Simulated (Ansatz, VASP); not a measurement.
# Two plane-wave programs on Be

```xyz
2
Lattice="2.2142 0.0000 0.0000 -1.1071 1.9176 0.0000 0.0000 0.0000 3.5001" Properties=species:S:1:pos:R:3 pbc="T T T"
Be   -0.1390    1.2784    0.8750
Be    1.2461    0.6392    2.6251
```

Change from the starting cell: mode 4 frozen in at -0.139 Å, equal normal strain along x, y and z +0.0000.

Alike in both runs: task single point; functional PBE; dispersion D3(BJ); k mesh 24 × 24 × 12; occupations gaussian, width 0.15 eV; no spin polarisation.

```csv
,VASP,Ansatz
version,VASP 6.6.1,Ansatz 0.2.0
potentials or method,"VASP PAW PBE potentials, release 64 (Be), cutoff 520 eV","scalar-relativistic, plane waves, PAW"
valence electrons in the cell,4,4
```

|  | VASP | Ansatz | Ansatz less VASP |
| --- | --- | --- | --- |
| gap on the k mesh at the Fermi level (eV) | none | none | - |
| pressure (GPa) | 1.8 | 1.6 | -0.19 |
| traceless stress, the component that is largest in VASP (GPa) | 7.88 | 7.85 | -0.031 |
| rms of the force components (eV/Å) | 0.616 | 0.616 | 0.0000 |

Atom by atom the forces differ by 0.000 eV/Å (rms over components). A gap of «none» marks a metal or a gap that the smearing closes.
